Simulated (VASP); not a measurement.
Input of a VASP 6.6.1 run:

The input INCAR:

```
SYSTEM = C
  PREC = Accurate
  ENCUT = 520
  EDIFF = 1E-6
  ISMEAR = 0
  SIGMA = 0.02
  LREAL = .False.
  LASPH = .True.
  NELM = 100
  ALGO = Normal
  ISIF = 2
  LWAVE = .False.
  LCHARG = .False.
  GGA = PE
  NBANDS = 26
```

The input KPOINTS:

```
Automatic mesh
0
Gamma
  8 8 6
  0 0 0
```

POSCAR

```
C
1.0
    3.5743114202      0.0000000000      0.0000000000
    0.0000000000      3.5743114202      0.0000000000
    0.0000000000      0.0000000000      4.3351434677
C
8
Direct
    0.7848873224      0.5000000000      0.1815931631
    0.5000000000      0.7848873224      0.6815931631
    0.5000000000      0.2151126776      0.6815931631
    0.7848873224      0.5000000000      0.8184068369
    0.2151126776      0.5000000000      0.8184068369
    0.2151126776      0.5000000000      0.1815931631
    0.5000000000      0.7848873224      0.3184068369
    0.5000000000      0.2151126776      0.3184068369
```

Potentials or basis: VASP PAW PBE potentials, release 64 (C).

Command:

```console
$ cat potpaw_PBE.64/C/POTCAR > POTCAR
$ mpirun -np 1 vasp_std > vasp.out
```

(1) What does it give for the pressure?

(2) What does it give for the largest force?

(3) Predict the band gap on the k mesh.

Answers

(1) 0.5 GPa.

(2) 0.018 eV/Å.

(3) 1.73 eV, indirect (least direct gap 2.24 eV).
